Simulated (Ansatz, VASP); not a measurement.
Two plane-wave programs on Nb

INCAR

```
SYSTEM = Nb
PREC = Accurate
ENCUT = 600
EDIFF = 1E-6
ISMEAR = 0
SIGMA = 0.1
LREAL = .FALSE.
LASPH = .TRUE.
NELM = 60
ALGO = Fast
ISIF = 3
LWAVE = .FALSE.
LCHARG = .FALSE.
GGA = PS
IBRION = 2
NSW = 65
EDIFFG = -0.01
```

The input KPOINTS:

```
regular mesh
0
G
  18 18 7
  0 0 0
```

POSCAR

```
Nb
1.0
    2.8330000565      0.0000000000      0.0000000000
   -1.4165000282      2.4534500178      0.0000000000
    0.0000000000      0.0000000000      7.7802905120
Nb
3
Direct
    0.0000000000      0.0000000000      0.0000000000
    0.3333333333      0.6666666667      0.3333333333
    0.6666666667      0.3333333333      0.6666666667
```

Input for Ansatz:

```yaml
crystal:
  lattice:
    - [2.8330000565, 0.0, 0.0]
    - [-1.4165000282, 2.4534500178, 0.0]
    - [0.0, 0.0, 7.780290512]
  atoms:
    - { symbol: Nb, position: [0.0, 0.0, 0.0] }
    - { symbol: Nb, position: [0.3333333333, 0.6666666667, 0.3333333333] }
    - { symbol: Nb, position: [0.6666666667, 0.3333333333, 0.6666666667] }
basis:
  ecutwfc: 420
kpoints:
  mp_grid: { grid: [18, 18, 7] }
hamiltonian:
  xc: pbesol
scf:
  occupations: { method: gaussian, width: 0.1 }
output:
  forces: true
  stress: true
  eigenvalues: true
  populations: true
relax:
  adjacent_minimum: "off"
  f_tol: 0.01
  max_steps: 45
  cell: { stress_tol: 0.05 }
```

Alike in both runs: task relaxation of cell and atoms; functional PBEsol; k mesh 18 × 18 × 7; occupations gaussian, width 0.1 eV; no spin polarisation.

|  | VASP | Ansatz |
| --- | --- | --- |
| version | VASP 6.6.1 | Ansatz 0.2.0 |
| potentials or method | VASP PAW PBE potentials, release 64 (Nb_sv), cutoff 600 eV | scalar-relativistic, plane waves, PAW |
| valence electrons in the cell | 39 | 39 |

Ansatz gave:

| Item | Value |
| --- | --- |
| gap on the k mesh at the Fermi level, each at its own relaxed structure (eV) | none |
| relaxed volume (Å³/atom) | 18.09 |
| relaxed length of the cell vector where the two differ most in proportion (Å) | 7.811 |

**Question.** Which values does VASP return?

**Answer.** gap on the k mesh at the Fermi level, each at its own relaxed structure (eV): none; relaxed volume (Å³/atom): 18.06; relaxed length of the cell vector where the two differ most in proportion (Å): 7.806.

VASP's potentials were made for PBE, not for PBEsol. A gap of «none» marks a metal or a gap that the smearing closes.
